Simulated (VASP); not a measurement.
Wanted: the native input for a VASP 6.6.1 run.

```yaml
Task: single point
Functional: PBE
Potentials_or_basis: VASP PAW PBE potentials, release 64 (Li_sv, S)
Cutoff: 520 eV
k_mesh: 12 × 12 × 12
Occupations: gaussian, width 0.1 eV
Spin: no spin polarisation
Dipole_correction: no
Further_INCAR_settings: ALGO = Normal; EDIFF = 1e-06; NBANDS = 18
```

The structure of Li3S2 lies in POSCAR:

```
Li3S2
1.0
    3.7956769069      2.1914350840      2.0262146866
   -3.7956769069      2.1914350840      2.0262146866
    0.0000000000     -4.3828701679      2.0262146866
Li S
3 2
Direct
    0.0000000000      0.5000000000      0.0000000000
    0.0000000000      0.0000000000      0.5000000000
    0.5000000000      0.0000000000      0.0000000000
    0.7367165847      0.7367165847      0.7367165847
    0.2632834153      0.2632834153      0.2632834153
```

The cell was built from a structure type or drawn by symmetry, and may not be a known phase.

The input as run:

INCAR

```
SYSTEM = Li3S2
ALGO = Normal
EDIFF = 1E-6
ENCUT = 520
GGA = PE
ISIF = 2
ISMEAR = 0
LASPH = .TRUE.
LCHARG = .TRUE.
LELF = .TRUE.
LREAL = .FALSE.
LVHAR = .TRUE.
LWAVE = .FALSE.
NBANDS = 18
NELM = 100
PREC = Accurate
SIGMA = 0.1
```

KPOINTS

```
k-points
0
G
  12 12 12
  0 0 0
```

Potentials or basis: VASP PAW PBE potentials, release 64 (Li_sv, S).

The run is started by

```sh
$ cat potpaw_PBE.64/Li_sv/POTCAR potpaw_PBE.64/S/POTCAR > POTCAR
$ mpirun -np 1 vasp_std > vasp.out
```

Results of the run:

The largest force is 0.010 eV/Å. The band gap on the k mesh is zero (an odd number of electrons rules out a gap without spin polarisation).

Wall time 2.7 min on 1 thread of Intel(R) Xeon(R) Platinum 8488C (Sapphire Rapids), on a shared host, peak memory 0.38 GiB.
